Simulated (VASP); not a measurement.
# P (Im-3m) in VASP: further runs

The runs below take P through single point, with PBEsol+D4.

Everything below comes from runs of VASP 6.6.1. Logs are shortened: lines on timing, memory, paths and dates and some standing lists are left out, and cuts for length are marked.

## 1. The cell of the first run

It takes space group Im-3m (No. 229, cubic). The conventional cell has a = 2.392 Å, b = 2.392 Å, c = 2.392 Å, α = 90.00°, β = 90.00°, γ = 90.00°. Within 2.7 Å of P (site symmetry m-3m) lie 14 P at 2.07 to 2.39 Å.

This isn't the form of P at room conditions, which is orthorhombic.

## 2. Single point, PBEsol+D4

Input file INCAR:

```
PREC = Accurate
ENCUT = 500
EDIFF = 1E-6
ISMEAR = 0
SIGMA = 0.1
LREAL = False
LASPH = True
NELM = 120
ALGO = Normal
ISIF = 2
LWAVE = False
LCHARG = False
GGA = PS
IVDW = 13
NBANDS = 8
GGA_COMPAT = False
```

Input file KPOINTS:

```
regular mesh
0
Gamma
  24 24 24
```

Input file POSCAR:

```
P
1.0
   -1.1960999769      1.1960999769      1.1960999769
    1.1960999769     -1.1960999769      1.1960999769
    1.1960999769      1.1960999769     -1.1960999769
P
1
Direct
    0.0000000000      0.0000000000      0.0000000000
```

Potentials or basis: VASP PAW PBE potentials, release 64 (P).

The run is started by

```bash
cat potpaw_PBE.64/P/POTCAR > POTCAR
mpirun -np 1 vasp_std > vasp.out
```

OUTCAR:

```text
PREC = Accurate
   ENCUT = 500
   EDIFF = 1E-6
   ISMEAR = 0
   LREAL = False
   LASPH = True
   NELM = 120
   ISIF = 2
   GGA = PS
   IVDW = 13

 ion  position               nearest neighbor table
   1  0.000  0.000  0.000-

  LATTYP: Found a body centered cubic cell.
 ALAT       =     2.3921999538

  Lattice vectors:

 A1 = (  -1.1960999769,   1.1960999769,   1.1960999769)
 A2 = (   1.1960999769,  -1.1960999769,   1.1960999769)
 A3 = (   1.1960999769,   1.1960999769,  -1.1960999769)

Analysis of symmetry for initial positions (statically):
=====================================================================
 Subroutine PRICEL returns:
 Original cell was already a primitive cell.

 Routine SETGRP: Setting up the symmetry group for a
 body centered cubic supercell.

 Subroutine GETGRP returns: Found 48 space group operations
 (whereof 48 operations were pure point group operations)
 out of a pool of 48 trial point group operations.

The static configuration has the point symmetry O_h .

Analysis of symmetry for dynamics (positions and initial velocities):
=====================================================================
 Subroutine PRICEL returns:
 Original cell was already a primitive cell.

 Routine SETGRP: Setting up the symmetry group for a
 body centered cubic supercell.

 Subroutine GETGRP returns: Found 48 space group operations
 (whereof 48 operations were pure point group operations)
 out of a pool of 48 trial point group operations.

The dynamic configuration has the point symmetry O_h .

 Subroutine INISYM returns: Found 48 space group operations
 (whereof 48 operations are pure point group operations),
 and found     1 'primitive' translations

----------------------------------------------------------------------------------------

                                     Primitive cell

  volume of cell :       6.8448

  direct lattice vectors                    reciprocal lattice vectors
    -1.196099977  1.196099977  1.196099977     0.000000000  0.418025257  0.418025257
     1.196099977 -1.196099977  1.196099977     0.418025257  0.000000000  0.418025257
     1.196099977  1.196099977 -1.196099977     0.418025257  0.418025257  0.000000000

  length of vectors
     2.071705931  2.071705931  2.071705931     0.591176988  0.591176988  0.591176988

  position of ions in fractional coordinates (direct lattice)
     0.000000000  0.000000000  0.000000000

  ion indices of the primitive-cell ions
   primitive index   ion index
                 1           1

----------------------------------------------------------------------------------------

 KPOINTS: regular mesh
[... 75 lines left out ...]
   ISYM   =      2    0-nonsym 1-usesym 2-fastsym
   POTIM  = 0.5000    time-step for ionic-motion
   TEBEG  =    0.0;   TEEND  =   0.0 temperature during run
   PSTRESS=    0.0 pullay stress
   NELECT =       5.0000    total number of electrons
   NUPDOWN=      -1.0000    fix difference up-down
   EMIN   =  10.00;   EMAX   =-10.00  energy-range for DOS
   EFERMI =   0.00;   METHOD = LEGACY
   ISMEAR =     0;   SIGMA  =   0.10  broadening in eV -4-tet -1-fermi 0-gaus
   EFERMI_NEDOS =   21; number of points for ismear=-14 and -15
   IALGO  =     38    algorithm
   IMIX   =      4    mixing-type and parameters
     AMIX     =   0.40;   BMIX     =  1.00
     AMIX_MAG =   1.60;   BMIX_MAG =  1.00
  volume/ion in A,a.u.               =       6.84        46.19
  Fermi-wavevector in a.u.,A,eV,Ry     =   1.474384  2.786182 29.576466  2.173809
  Thomas-Fermi vector in A             =   2.589162
   LORBIT       =      0    0 simple, 1 ext, 2 COOP (PROOUT), +10 PAW based schemes
   GGA     = PS    functional components
   LHFCALC =     F    Hartree Fock is set to
   AEXX    =    0.0000 exact exchange contribution
   IVDW    =    13    specifies the selected vdW correction
   LEPSILON=     F    determine dielectric tensor
   LRPA    =     F    only Hartree local field effects (RPA)
 non-spin polarized calculation
 Gauss-broadening in eV      SIGMA  =   0.10
  energy-cutoff  :      500.00
  volume of cell :        6.84
 maximum number of plane-waves:       188
   NGX =  7   NGY =  7   NGZ =  7

 number of electron       4.9999999 magnetization

 Free energy of the ion-electron system (eV)
  ---------------------------------------------------
  ext. energy  EPLUGINS =         0.00000000
  ---------------------------------------------------
  free energy    TOTEN  =        -1.58348541 eV

  energy without entropy =       -1.58209203  energy(sigma->0) =       -1.58278872

 E-fermi :  24.0393     XC(G=0): -15.0250

 val. band max:       24.0337886565   @ k =  -0.3750   0.4583   0.0833
 cond. band min:      24.0482429710   @ k =  -0.4583   0.5000   0.4167
 fundamental gap:      0.0144543145
 Fermi energy:        24.0392817457

 k-point     1 :       0.0000    0.0000    0.0000
  band No.  band energies     occupation
      1      -2.5441      2.00000
      2      38.5192      0.00000
      3      38.5192      0.00000
      4      38.5192      0.00000
      5      42.2551      0.00000
      6      42.2551      0.00000
      7      42.2551      0.00000
      8      44.7436      0.00000
[... 243 lines left out ...]
 k-point    24 :       0.4583    0.0417    0.0000
  band No.  band energies     occupation
      1       8.3742      2.00000
      2      10.9404      2.00000
      3      28.8324      0.00000
      4      30.8411      0.00000
      5      34.7735      0.00000
      6      37.8856      0.00000
      7      51.4345      0.00000
      8      54.3009      0.00000

 [... further k-points ...]

------------------------ aborting loop because EDIFF is reached ----------------------------------------

  DFT-D4 for vdW energy calculation

  Edisp (eV):   -0.54604

  FORCE on cell =-STRESS in cart. coord.  units (eV):
  Direction    XX          YY          ZZ          XY          YZ          ZX
  --------------------------------------------------------------------------------------
  -------------------------------------------------------------------------------------
  Total      12.76930    12.76930    12.76930     0.00000    -0.00000     0.00000
  in kB    2988.92617  2988.92617  2988.92617     0.00000    -0.00000     0.00000
  external pressure =     2988.93 kB  Pullay stress =        0.00 kB

 VOLUME and BASIS-vectors are now :
 -----------------------------------------------------------------------------
  energy-cutoff  :      500.00
  volume of cell :        6.84
      direct lattice vectors                 reciprocal lattice vectors
    -1.196099977  1.196099977  1.196099977     0.000000000  0.418025257  0.418025257
     1.196099977 -1.196099977  1.196099977     0.418025257  0.000000000  0.418025257
     1.196099977  1.196099977 -1.196099977     0.418025257  0.418025257  0.000000000

 POSITION                                       TOTAL-FORCE (eV/Angst)
 -----------------------------------------------------------------------------------
      0.00000      0.00000      0.00000        -0.000000     -0.000000     -0.000000
 -----------------------------------------------------------------------------------
    total drift:                               -0.000000     -0.000000      0.000000

  FREE ENERGIE OF THE ION-ELECTRON SYSTEM (eV)
  ---------------------------------------------------
  free  energy   TOTEN  =        -2.1295219386 eV

  energy  without entropy=       -2.1281285589  energy(sigma->0) =       -2.12882525
```

OSZICAR:

```text
N       E                     dE             d eps       ncg     rms          rms(c)
DAV:   1     0.143289765306E+01    0.14329E+01   -0.26366E+03  8384   0.472E+02
DAV:   2    -0.163134076909E+01   -0.30642E+01   -0.29266E+01  9536   0.428E+01
DAV:   3    -0.164015834540E+01   -0.88176E-02   -0.88165E-02  7296   0.236E+00
DAV:   4    -0.164016045442E+01   -0.21090E-05   -0.21072E-05 10128   0.360E-02
DAV:   5    -0.164016045507E+01   -0.64722E-09   -0.15914E-09  7472   0.164E-04    0.160E+01
DAV:   6    -0.160408072990E+01    0.36080E-01   -0.30373E-03  6944   0.388E-01    0.923E+00
DAV:   7    -0.158352884909E+01    0.20552E-01   -0.63685E-03  7272   0.562E-01    0.110E-01
DAV:   8    -0.158348731224E+01    0.41537E-04   -0.79386E-06  8736   0.246E-02    0.474E-02
DAV:   9    -0.158348557057E+01    0.17417E-05   -0.12970E-06  7600   0.823E-03    0.285E-03
DAV:  10    -0.158348540631E+01    0.16426E-06   -0.12502E-08  3872   0.857E-04
   1 F= -.21295219E+01 E0= -.21288252E+01  d E =-.139338E-02
```

stdout:

```text
POSCAR found type information on POSCAR P
 POSCAR found :  1 types and       1 ions
 scaLAPACK will be used
 -----------------------------------------------------------------------------
|                                                                             |
|                                                                             |
|     You enforced a specific xc type in the INCAR file but a different       |
|     I HOPE YOU KNOW WHAT YOU ARE DOING!                                     |
|                                                                             |
 -----------------------------------------------------------------------------

 LDA part: xc-table for (Slater+PW92), standard interpolation
 POSCAR, INCAR and KPOINTS ok, starting setup
 FFT: planning ... GRIDC
 FFT: planning ... GRID_SOFT
 FFT: planning ... GRID
 WAVECAR not read
 entering main loop
```

Wall time 5.4 s (1 thread of Intel Xeon 6975P-C (Granite Rapids), shared host); peak memory 0.12 GiB.

Results:

* Free energy: -2.1295 eV
* Pressure: 298.9 GPa
* Band gap on the k mesh: zero (an odd number of electrons rules out a gap without spin polarisation)
* Dispersion energy per atom: -0.546 eV

Caveat: the cell stands under pressure; the PAW data sets were made with another functional, which shifts forces and pressure a little.

## 3. Single point, PBEsol+D4

This run uses another cell than the first one, of 7.63 Å³/atom.

Input file INCAR:

```
SYSTEM = P
PREC     = Accurate       ! precision mode
ENCUT    = 500            ! plane-wave cutoff, eV
EDIFF    = 1E-6           ! SCF threshold, eV
ISMEAR   = 0              ! smearing method
SIGMA    = 0.1            ! smearing width, eV
LREAL    = .FALSE.        ! projectors in reciprocal space
LASPH    = .TRUE.         ! aspherical terms in the spheres
NELM     = 120            ! most SCF steps
ALGO     = Normal         ! electronic algorithm
ISIF     = 2              ! what is computed and relaxed
LWAVE    = .FALSE.        ! write WAVECAR
LCHARG   = .FALSE.        ! write CHGCAR
GGA      = PS             ! functional
IVDW     = 13             ! dispersion correction
NBANDS   = 8              ! bands
GGA_COMPAT= .FALSE.
```

Input file KPOINTS:

```
Automatic mesh
0
G
  24 24 24
  0 0 0
```

Input file POSCAR:

```
P
1.0
   -1.2403561332      1.2403561332      1.2403561332
    1.2403561332     -1.2403561332      1.2403561332
    1.2403561332      1.2403561332     -1.2403561332
P
1
Direct
    0.0000000000      0.0000000000      0.0000000000
```

Potentials or basis: VASP PAW PBE potentials, release 64 (P).

The run is started by

```bash
cat potpaw_PBE.64/P/POTCAR > POTCAR
mpirun -np 1 vasp_std > vasp.out
```

It took 4.9 s on 1 thread of Intel Xeon 6975P-C (Granite Rapids), shared host; peak memory 0.12 GiB.

It converged, with:

| Item | Value |
| --- | --- |
| Free energy | -3.3412 eV |
| Pressure | 199.6 GPa |
| Band gap on the k mesh | zero (an odd number of electrons rules out a gap without spin polarisation) |
| Dispersion energy per atom | -0.501 eV |

Levels at points of the mesh, in eV from the Fermi level:
| k point | band 1 | band 2 | band 3 | band 4 | band 5 | band 6 |
| --- | --- | --- | --- | --- | --- | --- |
| (0.00, 0.00, 0.00) | -24.85 | 13.96 | 13.96 | 13.96 | 15.88 | 15.88 |
| (0.50, 0.00, 0.00) | -14.08 | -12.96 | 5.64 | 6.25 | 9.26 | 12.01 |
| (0.50, 0.50, 0.50) | -4.28 | -4.28 | -4.28 | -1.85 | -1.85 | 2.94 |

Caveat: the cell stands under pressure; the PAW data sets were made with another functional, which shifts forces and pressure a little.

## 4. Single point, PBEsol+D4

This run uses another cell than the first one, of 7.63 Å³/atom.

Input file INCAR:

```
ALGO = Normal
EDIFF = 1E-6
ENCUT = 500
GGA = PS
GGA_COMPAT = False
ISIF = 2
ISMEAR = 0
IVDW = 13
LASPH = True
LCHARG = False
LREAL = False
LWAVE = False
NBANDS = 8
NELM = 120
PREC = Accurate
SIGMA = 0.1
```

Input file KPOINTS:

```
k-points
0
Gamma
  24 24 24
```

POSCAR is that of step 3.

The run is started by

```bash
cat potpaw_PBE.64/P/POTCAR > POTCAR
mpirun -np 1 vasp_std > vasp.out
```

Run time: 4.9 s. Hardware: 1 thread of Intel Xeon 6975P-C (Granite Rapids), shared host; peak memory 0.13 GiB.

The run converged. Its results:

| Item | Value |
| --- | --- |
| Free energy | -3.3412 eV |
| Pressure | 199.6 GPa |
| Band gap on the k mesh | zero (an odd number of electrons rules out a gap without spin polarisation) |
| Dispersion energy per atom | -0.501 eV |

Levels at points of the mesh, in eV from the Fermi level:
```tsv
k point	band 1	band 2	band 3	band 4	band 5	band 6	band 7	band 8
(0.00, 0.00, 0.00)	-24.85	13.96	13.96	13.96	15.88	15.88	15.88	19.77
(0.50, 0.00, 0.00)	-14.08	-12.96	5.64	6.25	9.26	12.01	26.25	28.46
(0.50, 0.50, 0.50)	-4.28	-4.28	-4.28	-1.85	-1.85	2.94	33.51	33.51
```

Caveat: the cell stands under pressure; the PAW data sets were made with another functional, which shifts forces and pressure a little.

## 5. Single point, PBEsol+D4

This run uses another cell than the first one, of 8.64 Å³/atom.

Input file INCAR:

```
SYSTEM = P
PREC     = Accurate       ! precision mode
ENCUT    = 500            ! plane-wave cutoff, eV
EDIFF    = 1E-6           ! SCF threshold, eV
ISMEAR   = 0              ! smearing method
SIGMA    = 0.1            ! smearing width, eV
LREAL    = .False.        ! projectors in reciprocal space
LASPH    = .True.         ! aspherical terms in the spheres
NELM     = 120            ! most SCF steps
ALGO     = Normal         ! electronic algorithm
ISIF     = 2              ! what is computed and relaxed
LWAVE    = .False.        ! write WAVECAR
LCHARG   = .False.        ! write CHGCAR
GGA      = PS             ! functional
IVDW     = 13             ! dispersion correction
NBANDS   = 8              ! bands
GGA_COMPAT= .False.
```

Input file KPOINTS:

```
regular mesh
0
Gamma
  24 24 24
  0 0 0
```

Input file POSCAR:

```
P
1.0
   -1.2925810299      1.2925810299      1.2925810299
    1.2925810299     -1.2925810299      1.2925810299
    1.2925810299      1.2925810299     -1.2925810299
P
1
Direct
    0.0000000000      0.0000000000      0.0000000000
```

The run is started by

```bash
cat potpaw_PBE.64/P/POTCAR > POTCAR
mpirun -np 1 vasp_std > vasp.out
```

Wall time 4.9 s (1 thread of Intel Xeon 6975P-C (Granite Rapids), shared host); peak memory 0.13 GiB.

The run converged. Its results:

* Free energy: -4.3242 eV
* Pressure: 119.9 GPa
* Band gap on the k mesh: zero (an odd number of electrons rules out a gap without spin polarisation)
* Dispersion energy per atom: -0.452 eV

Levels at points of the mesh, in eV from the Fermi level:
```csv
k point,band 1,band 2,band 3,band 4,band 5,band 6,band 7
"(0.00, 0.00, 0.00)",-22.97,13.45,13.45,13.45,13.58,13.58,13.58
"(0.50, 0.00, 0.00)",-12.73,-12.24,4.73,6.48,8.33,10.93,24.58
"(0.50, 0.50, 0.50)",-4.02,-4.02,-4.02,-0.89,-0.89,0.98,31.07
```

Caveat: the cell stands under pressure; the PAW data sets were made with another functional, which shifts forces and pressure a little.

[end of part 1 of 2]
